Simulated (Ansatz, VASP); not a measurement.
# Two plane-wave programs on PbSe

The input POSCAR:

```
PbSe
1.0
    0.0000000000      3.0621500000      3.0621500000
    3.0621500000      0.0000000000      3.0621500000
    3.0621500000      3.0621500000      0.0000000000
Pb Se
1 1
Direct
    0.0000000000      0.0000000000      0.0000000000
    0.4673432066      0.4673432066      0.5326567934
```

Contents of INCAR.step1:

```
PREC     = Accurate       # precision mode
ENCUT    = 520            # plane-wave cutoff, eV
ISMEAR   = 0              # smearing method
SIGMA    = 0.05           # smearing width, eV
LREAL    = F              # projectors in reciprocal space
LASPH    = T              # aspherical terms in the spheres
NELM     = 100            # most SCF steps
NBANDS   = 17             # bands
GGA      = PE             # functional
ALGO     = Normal         # electronic algorithm
EDIFF    = 1E-4           # SCF threshold, eV
LWAVE    = T              # write WAVECAR
LCHARG   = F              # write CHGCAR
```

The input INCAR.step2:

```
PREC     = Accurate       # precision mode
ENCUT    = 520            # plane-wave cutoff, eV
EDIFF    = 1E-6           # SCF threshold, eV
ISMEAR   = 0              # smearing method
SIGMA    = 0.05           # smearing width, eV
LREAL    = F              # projectors in reciprocal space
LASPH    = T              # aspherical terms in the spheres
NELM     = 100            # most SCF steps
ALGO     = Normal         # electronic algorithm
ISIF     = 2              # what is computed and relaxed
LWAVE    = F              # write WAVECAR
LCHARG   = F              # write CHGCAR
METAGGA  = R2SCAN         # meta-GGA
LMIXTAU  = T            
NBANDS   = 17             # bands
ISTART   = 1
```

The input KPOINTS:

```
Automatic mesh
0
Gamma
  10 10 10
```

Input for Ansatz:

```yaml
crystal:
  lattice:
    - [0.0, 3.06215, 3.06215]
    - [3.06215, 0.0, 3.06215]
    - [3.06215, 3.06215, 0.0]
  atoms:
    - { symbol: Pb, position: [0.0, 0.0, 0.0] }
    - { symbol: Se, position: [0.4673432066, 0.4673432066, 0.5326567934] }
basis:
  ecutwfc: 500
kpoints:
  mp_grid: { grid: [10, 10, 10] }
hamiltonian:
  xc: r2scan
scf:
  occupations: { method: gaussian, width: 0.05 }
output:
  forces: true
  stress: true
  eigenvalues: true
```

Alike in both runs: task single point; functional r2SCAN; k mesh 10 × 10 × 10; occupations gaussian, width 0.05 eV; no spin polarisation.

```csv
,VASP,Ansatz
version,VASP 6.6.1,Ansatz 0.2.0
potentials or method,"VASP PAW PBE potentials, release 64 (Pb_d, Se), cutoff 520 eV","scalar-relativistic, plane waves, PAW"
valence electrons in the cell,20,30
```

Ansatz gave:

- gap on the k mesh at the Fermi level (eV): 0.85
- least direct gap on the mesh (eV): 0.85
- pressure (GPa): 2.0
- traceless stress, the component that is largest in VASP (GPa): 1.08
- rms of the force components (eV/Å): 0.116

Task: Estimate VASP's values.

Result: gap on the k mesh at the Fermi level (eV): 0.86; least direct gap on the mesh (eV): 0.86; pressure (GPa): 2.0; traceless stress, the component that is largest in VASP (GPa): 1.09; rms of the force components (eV/Å): 0.120.

VASP's potentials were made for PBE, not for r2SCAN. Atom by atom the forces differ by 0.004 eV/Å (rms over components). VASP's potentials hold 20 valence electrons a cell and Ansatz's 30, so a difference there can come from the potentials and not from the codes.

Spin-orbit coupling is off throughout.
